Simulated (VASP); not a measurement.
# AgCl (Fm-3m) in VASP: a series of runs

The runs below take AgCl through single point, with PBEsol.

Everything below comes from runs of VASP 6.6.1. Logs are shortened: lines on timing, memory, paths and dates and some standing lists are left out, and cuts for length are marked.

### 1 The cell of the first run

The structure is cubic, space group Fm-3m (No. 225). The conventional cell has a = 5.433 Å, b = 5.433 Å, c = 5.433 Å, α = 90.00°, β = 90.00°, γ = 90.00°. Within 3.6 Å of Ag (site symmetry m-3m) lie 6 Cl at 2.72 Å. Cl (site symmetry m-3m) has 6 Ag at 2.72 Å within 3.6 Å.

### 2 Single point, PBEsol (volume scaled by 0.94)

File INCAR:

```
PREC = Accurate
ENCUT = 520
EDIFF = 1E-6
ISMEAR = -1
SIGMA = 0.01
LREAL = F
LASPH = T
NELM = 100
ALGO = Normal
ISIF = 2
LWAVE = F
LCHARG = T
GGA = PS
LELF = T
LVHAR = T
NBANDS = 16
```

File KPOINTS:

```
regular mesh
0
Gamma
  9 9 9
```

File POSCAR:

```
AgCl
1.0
    0.0000000000      2.7165392174      2.7165392174
    2.7165392174      0.0000000000      2.7165392174
    2.7165392174      2.7165392174      0.0000000000
Ag Cl
1 1
Direct
    0.5000000000      0.5000000000      0.5000000000
    0.0000000000      0.0000000000      0.0000000000
```

Potentials or basis: VASP PAW PBE potentials, release 64 (Ag, Cl).

The run is started by

```
$ cat potpaw_PBE.64/Ag/POTCAR potpaw_PBE.64/Cl/POTCAR > POTCAR
$ mpirun -np 1 vasp_std > vasp.out
```

OUTCAR:

```text
PREC = Accurate
   ENCUT = 520
   EDIFF = 1E-6
   ISMEAR = -1
   LREAL = F
   LASPH = T
   NELM = 100
   ISIF = 2
   GGA = PS

 ion  position               nearest neighbor table
   1  0.500  0.500  0.500-   2 2.72   2 2.72   2 2.72   2 2.72   2 2.72   2 2.72
   2  0.000  0.000  0.000-   1 2.72   1 2.72   1 2.72   1 2.72   1 2.72   1 2.72

  LATTYP: Found a face centered cubic cell.
 ALAT       =     5.4330784348

  Lattice vectors:

 A1 = (   0.0000000000,   2.7165392174,   2.7165392174)
 A2 = (   2.7165392174,   0.0000000000,   2.7165392174)
 A3 = (   2.7165392174,   2.7165392174,   0.0000000000)

Analysis of symmetry for initial positions (statically):
=====================================================================
 Subroutine PRICEL returns:
 Original cell was already a primitive cell.

 Routine SETGRP: Setting up the symmetry group for a
 face centered cubic supercell.

 Subroutine GETGRP returns: Found 48 space group operations
 (whereof 48 operations were pure point group operations)
 out of a pool of 48 trial point group operations.

The static configuration has the point symmetry O_h .

Analysis of symmetry for dynamics (positions and initial velocities):
=====================================================================
 Subroutine PRICEL returns:
 Original cell was already a primitive cell.

 Routine SETGRP: Setting up the symmetry group for a
 face centered cubic supercell.

 Subroutine GETGRP returns: Found 48 space group operations
 (whereof 48 operations were pure point group operations)
 out of a pool of 48 trial point group operations.

The dynamic configuration has the point symmetry O_h .

 Subroutine INISYM returns: Found 48 space group operations
 (whereof 48 operations are pure point group operations),
 and found     1 'primitive' translations

----------------------------------------------------------------------------------------

                                     Primitive cell

  volume of cell :      40.0939

  direct lattice vectors                    reciprocal lattice vectors
     0.000000000  2.716539217  2.716539217    -0.184057715  0.184057715  0.184057715
     2.716539217  0.000000000  2.716539217     0.184057715 -0.184057715  0.184057715
[... 74 lines left out ...]
   NGXF,Y,Z  is equivalent  to a cutoff of  25.96, 25.96, 25.96 a.u.
 SYSTEM =  unknown system
   PREC   = accura    normal or accurate (medium, high low for compatibility)
   ISTART =      0    job   : 0-new  1-cont  2-samecut
   ICHARG =      2    charge: 1-file 2-atom 10-const
   ISPIN  =      1    spin polarized calculation?
   LNONCOLLINEAR =      F non collinear calculations
   LSORBIT =      F    spin-orbit coupling
   LASPH  =      T    aspherical Exc in radial PAW
   ENCUT  =  520.0 eV  38.22 Ry    6.18 a.u.   7.14  7.14  7.14*2*pi/ulx,y,z
   NELM   =    100;   NELMIN=  2; NELMDL= -5     # of ELM steps
   EDIFF  = 0.1E-05   stopping-criterion for ELM
   LREAL  =      F    real-space projection
   EDIFFG = 0.1E-04   stopping-criterion for IOM
   NSW    =      0    number of steps for IOM
   IBRION =     -1    ionic relax: 0-MD 1-quasi-New 2-CG
   NFREE  =      0    steps in history (QN), initial steepest desc. (CG)
   ISIF   =      2    stress and relaxation
   ISYM   =      2    0-nonsym 1-usesym 2-fastsym
   POTIM  = 0.5000    time-step for ionic-motion
   TEBEG  =    0.0;   TEEND  =   0.0 temperature during run
   PSTRESS=    0.0 pullay stress
   NELECT =      18.0000    total number of electrons
   NUPDOWN=      -1.0000    fix difference up-down
   EMIN   =  10.00;   EMAX   =-10.00  energy-range for DOS
   EFERMI =   0.00;   METHOD = LEGACY
   ISMEAR =    -1;   SIGMA  =   0.01  broadening in eV -4-tet -1-fermi 0-gaus
   EFERMI_NEDOS =   21; number of points for ismear=-14 and -15
   IALGO  =     38    algorithm
   IMIX   =      4    mixing-type and parameters
     AMIX     =   0.40;   BMIX     =  1.00
     AMIX_MAG =   1.60;   BMIX_MAG =  1.00
  volume/ion in A,a.u.               =      20.05       135.28
  Fermi-wavevector in a.u.,A,eV,Ry     =   1.253544  2.368855 21.379832  1.571373
  Thomas-Fermi vector in A             =   2.387392
   LORBIT       =      0    0 simple, 1 ext, 2 COOP (PROOUT), +10 PAW based schemes
   GGA     = PS    functional components
   LHFCALC =     F    Hartree Fock is set to
   AEXX    =    0.0000 exact exchange contribution
   IVDW    =     0    specifies the selected vdW correction
   LEPSILON=     F    determine dielectric tensor
   LRPA    =     F    only Hartree local field effects (RPA)
 non-spin polarized calculation
  energy-cutoff  :      520.00
  volume of cell :       40.09
 maximum number of plane-waves:      1091
 NGX is ok and might be reduce to    30
   NGX = 15   NGY = 15   NGZ = 15

 number of electron      18.0000000 magnetization

 Free energy of the ion-electron system (eV)
  ---------------------------------------------------
  ext. energy  EPLUGINS =         0.00000000
  ---------------------------------------------------
  free energy    TOTEN  =        -6.06065314 eV

  energy without entropy =       -6.06065314  energy(sigma->0) =       -6.06065314

 E-fermi :   4.7730     XC(G=0): -10.5420

 val. band max:        4.4724314732   @ k =   0.4444   0.0000   0.0000
 cond. band min:       5.2472703689   @ k =   0.0000   0.0000   0.0000
 fundamental gap:      0.7748388957
 Fermi energy:         4.7729657993

 k-point     1 :       0.0000    0.0000    0.0000
  band No.  band energies     occupation
      1     -11.0515      2.00000
      2       1.7786      2.00000
      3       1.7786      2.00000
      4       1.7786      2.00000
      5       1.8223      2.00000
      6       1.8223      2.00000
[... 433 lines left out ...]
      3       1.0855      2.00000
      4       1.0855      2.00000
      5       1.3920      2.00000
      6       2.0390      2.00000
[... 8 lines left out ...]
     15      19.9680      0.00000
     16      19.9683      0.00000

 [... further k-points ...]
[... 5 lines left out ...]
  --------------------------------------------------------------------------------------
  -------------------------------------------------------------------------------------
  Total        0.0895389      0.0895389      0.0895389      0.0000000      0.0000000     -0.0000000
  in kB        3.5780354      3.5780354      3.5780354      0.0000000      0.0000000     -0.0000000
  external PRESSURE =       3.5780354 kB  Pullay stress =       0.0000000 kB

 VOLUME and BASIS-vectors are now :
 -----------------------------------------------------------------------------
  energy-cutoff  :      520.00
  volume of cell :       40.09
      direct lattice vectors                 reciprocal lattice vectors
     0.000000000  2.716539217  2.716539217    -0.184057715  0.184057715  0.184057715
     2.716539217  0.000000000  2.716539217     0.184057715 -0.184057715  0.184057715
     2.716539217  2.716539217  0.000000000     0.184057715  0.184057715 -0.184057715

 POSITION                                       TOTAL-FORCE (eV/Angst)
 -----------------------------------------------------------------------------------
      2.71654      2.71654      2.71654         0.000000      0.000000      0.000000
      0.00000      0.00000      0.00000        -0.000000     -0.000000     -0.000000
 -----------------------------------------------------------------------------------
    total drift:                                0.000000      0.000000      0.000000

  FREE ENERGIE OF THE ION-ELECTRON SYSTEM (eV)
  ---------------------------------------------------
  free  energy   TOTEN  =        -6.0606531364 eV

  energy  without entropy=       -6.0606531364  energy(sigma->0) =       -6.06065314
```

Run time: 20 s. Hardware: 1 thread of Intel Xeon Platinum 8259CL at 2.50GHz (Skylake/Cascade Lake), shared host; peak memory 0.18 GiB.

What came out:

```
Free energy            : -6.0607 eV
Pressure               : 0.4 GPa
Band gap on the k mesh : 0.77 eV, indirect (least direct gap 3.21 eV)
```

Caveat: the PAW data sets were made with another functional, which shifts forces and pressure a little. A k mesh can miss the band edges.

(Part 1 of 2 ends here.)
